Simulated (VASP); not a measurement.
Input of a VASP 6.6.1 run:

The input INCAR:

```
SYSTEM = Ni
PREC = Accurate
ENCUT = 520
EDIFF = 1E-7
ISMEAR = -1
SIGMA = 0.05
LREAL = .FALSE.
LASPH = .TRUE.
NELM = 150
ALGO = Normal
ISIF = 2
LWAVE = .FALSE.
LCHARG = .FALSE.
ISPIN = 2
MAGMOM = 1 1 1 1 1 1
LORBIT = 11
LMAXMIX = 4
LDIPOL = .TRUE.
IDIPOL = 3
DIPOL = 0.5 0.5 0.500
GGA = PE
NBANDS = 43
```

KPOINTS

```
Automatic mesh
0
G
  19 19 1
  0 0 0
```

Contents of POSCAR:

```
Ni
1.0
    2.4880369134      0.0000000000      0.0000000000
   -1.2440184567      2.1547031725      0.0000000000
    0.0000000000      0.0000000000     17.0974000000
Ni
6
Direct
    0.1666666667      0.3333333333      0.2047090529
    0.5000000000      1.0000000000      0.3218757205
    0.8333333333      0.6666666667      0.4405152161
    0.1666666667      0.3333333333      0.5594796692
    0.5000000000      1.0000000000      0.6781214222
    0.8333333333      0.6666666667      0.7952909471
```

Potentials or basis: VASP PAW PBE potentials, release 64 (Ni).

Command:

```console
$ cat potpaw_PBE.64/Ni/POTCAR > POTCAR
$ mpirun -np 1 vasp_std > vasp.out
```

Task: Predict the site moments.

Result: Ni +0.67, +0.64 (each value once) μB.

Task: What does it give for the net moment?

Result: 3.88 μB per cell.

Forces on the atoms (eV/Å):
```
Ni   0.000  0.000  0.000
Ni   0.000  0.000  0.002
Ni   0.000  0.000  0.003
Ni   0.000  0.000 -0.003
Ni   0.000  0.000 -0.002
Ni   0.000  0.000  0.000
```
